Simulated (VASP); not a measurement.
Wanted: the native input for a VASP 6.6.1 run.

```
Task                   : single point
Functional             : PBE
Dispersion             : D3(BJ)
Potentials or basis    : VASP PAW PBE potentials, release 64 (O, Mg)
Cutoff                 : 520 eV
k mesh                 : 9 × 9 × 1
Occupations            : gaussian, width 0.05 eV
Spin                   : no spin polarisation
Dipole correction      : yes
Further INCAR settings : ALGO = Normal; EDIFF = 1e-06; NBANDS = 21
```

The structure of MgO lies in POSCAR:

```
MgO
1.0
    2.9757889827      0.0000000000      0.0000000000
   -1.4878944914      2.5771088553      0.0000000000
    0.0000000000      0.0000000000     20.0743038249
O Mg
3 3
Direct
    0.3333333333      0.6666666667      0.3487044961
    0.0000000000      0.0000000000      0.4697408992
    0.6666666667      0.3333333333      0.5932750709
    0.6666666667      0.3333333333      0.4092226977
    0.3333333333      0.6666666667      0.5255447282
    0.0000000000      0.0000000000      0.6498401969
```

These files were run (other wordings do the same):

INCAR

```
ALGO = Normal
DIPOL = 0.5 0.5 0.499
EDIFF = 1E-6
ENCUT = 520
GGA = PE
IDIPOL = 3
ISIF = 2
ISMEAR = 0
IVDW = 12
LASPH = True
LCHARG = False
LDIPOL = True
LREAL = False
LWAVE = False
NBANDS = 21
NELM = 100
PREC = Accurate
SIGMA = 0.05
```

KPOINTS

```
k-points
0
Gamma
  9 9 1
```

Potentials or basis: VASP PAW PBE potentials, release 64 (O, Mg).

The run is started by

```sh
$ cat potpaw_PBE.64/O/POTCAR potpaw_PBE.64/Mg/POTCAR > POTCAR
$ mpirun -np 1 vasp_std > vasp.out
```

It gave:

```
Largest force              : 2.701 eV/Å
Band gap on the k mesh     : zero (bands 12 and 13 overlap by 0.46 eV)
Dispersion energy per atom : -0.208 eV
```

It took 3.7 min on 1 thread of AMD EPYC 7571, on a shared host, peak memory 0.25 GiB.
